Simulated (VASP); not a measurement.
# WS2 in VASP: notebook, part 2 of 2

VASP 6.6.1. The steps go on from the part before.

## (4) Single point, PBEsol

This run uses another cell than the first one, of 48.43 Å³/atom, 0.921 times its volume.

INCAR reads:

```
SYSTEM = WS2
  ALGO = Normal
  EDIFF = 1E-6
  ENCUT = 520
  GGA = PS
  ISIF = 2
  ISMEAR = -1
  LASPH = .True.
  LCHARG = .True.
  LELF = .True.
  LREAL = .False.
  LVHAR = .True.
  LWAVE = .False.
  NBANDS = 20
  NELM = 60
  PREC = Accurate
  SIGMA = 0.05
```

KPOINTS reads:

```
k-points
0
Gamma
  10 10 2
  0 0 0
```

POSCAR reads:

```
WS2
1.0
    3.1458030185      0.0000000000      0.0000000000
   -1.5729015092      2.7243453293      0.0000000000
    0.0000000000      0.0000000000     16.9534346893
W S
1 2
Direct
    0.0000000000      0.0000000000      0.0000000000
    0.3333333333      0.6666666667      0.0924219174
    0.3333333333      0.6666666667      0.9075780826
```

Potentials or basis: VASP PAW PBE potentials, release 64 (W_sv, S).

Started as:

```console
$ cat potpaw_PBE.64/W_sv/POTCAR potpaw_PBE.64/S/POTCAR > POTCAR
$ mpirun -np 1 vasp_std > vasp.out
```

OUTCAR:

```text
SYSTEM = WS2
   EDIFF = 1E-6
   ENCUT = 520
   GGA = PS
   ISIF = 2
   ISMEAR = -1
   LASPH = .True.
   LREAL = .False.
   NELM = 60
   PREC = Accurate

 ion  position               nearest neighbor table
   1  0.000  0.000  0.000-   2 2.40   3 2.40   2 2.40   3 2.40   2 2.40   3 2.40
   2  0.333  0.667  0.092-   1 2.40   1 2.40   1 2.40
   3  0.333  0.667  0.908-   1 2.40   1 2.40   1 2.40

  LATTYP: Found a hexagonal cell.
 ALAT       =     3.1458030185
 C/A-ratio  =     5.3892232252

  Lattice vectors:

 A1 = (   3.1458030185,   0.0000000000,   0.0000000000)
 A2 = (  -1.5729015092,   2.7243453293,   0.0000000000)
 A3 = (   0.0000000000,   0.0000000000,  16.9534346893)

Analysis of symmetry for initial positions (statically):
=====================================================================
 Subroutine PRICEL returns:
 Original cell was already a primitive cell.

 Routine SETGRP: Setting up the symmetry group for a
 hexagonal supercell.

 Subroutine GETGRP returns: Found 12 space group operations
 (whereof 12 operations were pure point group operations)
[... 158 lines left out ...]
 Free energy of the ion-electron system (eV)
  ---------------------------------------------------
  ext. energy  EPLUGINS =         0.00000000
  ---------------------------------------------------
  free energy    TOTEN  =       -25.24914546 eV

  energy without entropy =      -25.24914546  energy(sigma->0) =      -25.24914546

 E-fermi :  -0.1882     XC(G=0):  -4.6018

 val. band max:       -1.2804533524   @ k =   0.0000   0.0000   0.0000
 cond. band min:       0.9680668293   @ k =   0.2000   0.1000   0.0000
 fundamental gap:      2.2485201817
 Fermi energy:        -0.1881630289

 k-point     1 :       0.0000    0.0000    0.0000
  band No.  band energies     occupation
      1     -75.0521      2.00000
      2     -39.3303      2.00000
      3     -39.1360      2.00000
      4     -39.1360      2.00000
      5     -16.0378      2.00000
      6     -14.3444      2.00000
[... 541 lines left out ...]
     19       7.0597      0.00000
     20       7.1060      0.00000

 [... further k-points ...]
[... 5 lines left out ...]
  --------------------------------------------------------------------------------------
  -------------------------------------------------------------------------------------
  Total        0.0350647      0.0350647      0.0366082      0.0000000      0.0000000      0.0000000
  in kB        0.3866602      0.3866602      0.4036801      0.0000000      0.0000000      0.0000000
  external PRESSURE =       0.3923335 kB  Pullay stress =       0.0000000 kB

 VOLUME and BASIS-vectors are now :
 -----------------------------------------------------------------------------
  energy-cutoff  :      520.00
  volume of cell :      145.30
      direct lattice vectors                 reciprocal lattice vectors
     3.145803019  0.000000000  0.000000000     0.317883858  0.183530331  0.000000000
    -1.572901509  2.724345329  0.000000000     0.000000000  0.367060662  0.000000000
     0.000000000  0.000000000 16.953434689     0.000000000  0.000000000  0.058985098

 POSITION                                       TOTAL-FORCE (eV/Angst)
 -----------------------------------------------------------------------------------
      0.00000      0.00000      0.00000         0.000000     -0.000000     -0.000000
     -0.00000      1.81623      1.56687         0.000000     -0.000000      0.020704
     -0.00000      1.81623     15.38657         0.000000      0.000000     -0.020704
 -----------------------------------------------------------------------------------
    total drift:                                0.000000     -0.000000     -0.000000

  FREE ENERGIE OF THE ION-ELECTRON SYSTEM (eV)
  ---------------------------------------------------
  free  energy   TOTEN  =       -25.2491454576 eV

  energy  without entropy=      -25.2491454575  energy(sigma->0) =      -25.24914546
```

OSZICAR:

```text
N       E                     dE             d eps       ncg     rms          rms(c)
DAV:   1     0.180113643513E+03    0.18011E+03   -0.12274E+04  1312   0.111E+03
DAV:   2    -0.124210037645E+02   -0.19253E+03   -0.18552E+03  1440   0.271E+02
DAV:   3    -0.262874913504E+02   -0.13866E+02   -0.13757E+02  1500   0.684E+01
[... 14 lines left out ...]
DAV:  18    -0.252491290916E+02   -0.40389E-04   -0.25518E-06  1088   0.597E-03    0.323E-03
DAV:  19    -0.252491411586E+02   -0.12067E-04   -0.78958E-07  1220   0.287E-03    0.318E-03
DAV:  20    -0.252491440395E+02   -0.28809E-05   -0.13145E-07  1036   0.132E-03    0.132E-03
DAV:  21    -0.252491452298E+02   -0.11903E-05   -0.63207E-08   948   0.971E-04    0.547E-04
DAV:  22    -0.252491454576E+02   -0.22784E-06   -0.75060E-09   816   0.412E-04
   1 F= -.25249145E+02 E0= -.25249145E+02  d E =-.904931E-10
```

Run time: 48 s. Hardware: 1 thread of Intel Xeon 6975P-C (Granite Rapids), shared host; peak memory 0.27 GiB.

Results:

```
Free energy            : -25.2491 eV
Largest force          : 0.021 eV/Å
Band gap on the k mesh : 2.25 eV, indirect (least direct gap 2.30 eV)
```

Forces in eV/Å, atoms in the order of the input:
```
W    0.000  0.000  0.000
S    0.000  0.000  0.021
S    0.000  0.000 -0.021
```

Caveat: the PAW data sets were made with another functional, which shifts forces and pressure a little; spin-orbit coupling is left out, which moves the levels of the heavy elements.

## (5) Single point, PBE

This run uses another cell than the first one, of 49.59 Å³/atom, 0.943 times its volume.

INCAR reads:

```
SYSTEM = WS2
  PREC = Accurate
  ENCUT = 520
  EDIFF = 1E-6
  ISMEAR = 0
  SIGMA = 0.016
  LREAL = .FALSE.
  LASPH = .TRUE.
  NELM = 80
  ALGO = Normal
  ISIF = 2
  LWAVE = .FALSE.
  LCHARG = .TRUE.
  GGA = PE
  LELF = .TRUE.
  LVHAR = .TRUE.
  NBANDS = 20
```

KPOINTS reads:

```
Automatic mesh
0
G
  10 10 2
  0 0 0
```

POSCAR reads:

```
WS2
1.0
    3.1835163552      0.0000000000      0.0000000000
   -1.5917581776      2.7570060369      0.0000000000
    0.0000000000      0.0000000000     16.9505778900
W S
1 2
Direct
    0.0000000000      0.0000000000      0.0000000000
    0.3333333333      0.6666666667      0.0920005100
    0.3333333333      0.6666666667      0.9079994900
```

Started as:

```console
$ cat potpaw_PBE.64/W_sv/POTCAR potpaw_PBE.64/S/POTCAR > POTCAR
$ mpirun -np 1 vasp_std > vasp.out
```

Run time: 45 s. Hardware: 1 thread of Intel Xeon 6975P-C (Granite Rapids), shared host; peak memory 0.28 GiB.

The run converged. Its results:

- Free energy: -23.6712 eV
- Largest force: 0.263 eV/Å
- Band gap on the k mesh: 2.00 eV, indirect (least direct gap 2.16 eV)

Forces in eV/Å, atoms in the order of the input:
```
W    0.000  0.000  0.000
S    0.000  0.000  0.263
S    0.000  0.000 -0.263
```

Levels at points of the mesh, in eV from the valence-band top:
```csv
k point,band 9,band 10,band 11,band 12,band 13,band 14,band 15,band 16,band 17,band 18
"(0.00, 0.00, 0.00)",-2.89,-2.08,-1.65,-1.65,0.00,2.90,2.90,3.08,3.08,4.96
"(0.50, 0.00, 0.00)",-4.43,-3.44,-2.11,-1.30,-0.92,2.85,3.32,4.09,4.78,5.13
"(0.00, 0.00, 0.50)",-2.89,-2.08,-1.65,-1.65,0.00,2.90,2.90,3.08,3.08,5.02
"(0.50, 0.00, 0.50)",-4.43,-3.44,-2.11,-1.30,-0.92,2.85,3.32,4.09,4.78,5.13
```

Caveat: spin-orbit coupling is left out, which moves the levels of the heavy elements.

## (6) Single point, PBE

This run uses another cell than the first one, of 49.59 Å³/atom, 0.943 times its volume.

INCAR reads:

```
SYSTEM = WS2
ALGO = Normal ; EDIFF = 1E-7
ENCUT = 520 ; GGA = PE
ISIF = 2 ; ISMEAR = 0
LASPH = .True. ; LCHARG = .False.
LREAL = .False. ; LWAVE = .False.
NBANDS = 20 ; NELM = 60
PREC = Accurate ; SIGMA = 0.017
```

KPOINTS reads:

```
k-points
0
Gamma
  10 10 2
  0 0 0
```

POSCAR is that of step 5.

Potentials or basis: VASP PAW PBE potentials, release 64 (W_sv, S).

Started as:

```console
$ cat potpaw_PBE.64/W_sv/POTCAR potpaw_PBE.64/S/POTCAR > POTCAR
$ mpirun -np 1 vasp_std > vasp.out
```

Wall time 49 s (1 thread of Intel Xeon 6975P-C (Granite Rapids), shared host); peak memory 0.28 GiB.

Results (log left out):

```
Free energy            : -23.6712 eV
Largest force          : 0.263 eV/Å
Band gap on the k mesh : 2.00 eV, indirect (least direct gap 2.16 eV)
```

Forces on the atoms (eV/Å):
```
W    0.000  0.000  0.000
S    0.000  0.000  0.263
S    0.000  0.000 -0.263
```

Levels at points of the mesh, in eV from the valence-band top:
| k point | band 11 | band 12 | band 13 | band 14 | band 15 | band 16 |
| --- | --- | --- | --- | --- | --- | --- |
| (0.00, 0.00, 0.00) | -1.65 | -1.65 | 0.00 | 2.90 | 2.90 | 3.08 |
| (0.50, 0.00, 0.00) | -2.11 | -1.30 | -0.92 | 2.85 | 3.32 | 4.09 |
| (0.00, 0.00, 0.50) | -1.65 | -1.65 | 0.00 | 2.90 | 2.90 | 3.08 |
| (0.50, 0.00, 0.50) | -2.11 | -1.30 | -0.92 | 2.85 | 3.32 | 4.09 |

Caveat: spin-orbit coupling is left out, which moves the levels of the heavy elements.

## (7) Summary

| level | cell | smearing | gap on the mesh (eV) | largest force (eV/Å) |
| --- | --- | --- | --- | --- |
| r2SCAN | a = 3.246, b = 3.246, c = 17.283 Å, angles 90.0, 90.0, 120.0°, 3 atoms | fermi-dirac 0.05 eV | 1.93 | 0.98 |
| RPBE+D3(BJ) | a = 3.015, b = 3.015, c = 6.514 Å, angles 90.0, 90.0, 120.0°, 3 atoms | fermi-dirac 0.05 eV | 1.48 | 0.01 |
| PBEsol | a = 3.146, b = 3.146, c = 16.953 Å, angles 90.0, 90.0, 120.0°, 3 atoms | fermi-dirac 0.05 eV | 2.25 | 0.02 |
| PBE | a = 3.184, b = 3.184, c = 16.951 Å, angles 90.0, 90.0, 120.0°, 3 atoms | gaussian 0.016 eV | 2.00 | 0.26 |
| PBE | a = 3.184, b = 3.184, c = 16.951 Å, angles 90.0, 90.0, 120.0°, 3 atoms | gaussian 0.017 eV | 2.00 | 0.26 |

Alike in all rows: task single point; potentials or basis VASP PAW PBE potentials, release 64 (W_sv, S); no spin polarisation; k mesh 10 × 10 × 2; cutoff (eV) 520.

Caveats: some runs use coarse meshes; spin-orbit coupling is left out, which moves the levels of the heavy elements; the PAW data sets were made with another functional, which shifts forces and pressure a little (some runs).

Total energies depend on the potentials used, so only differences within one code and one set of settings carry meaning.
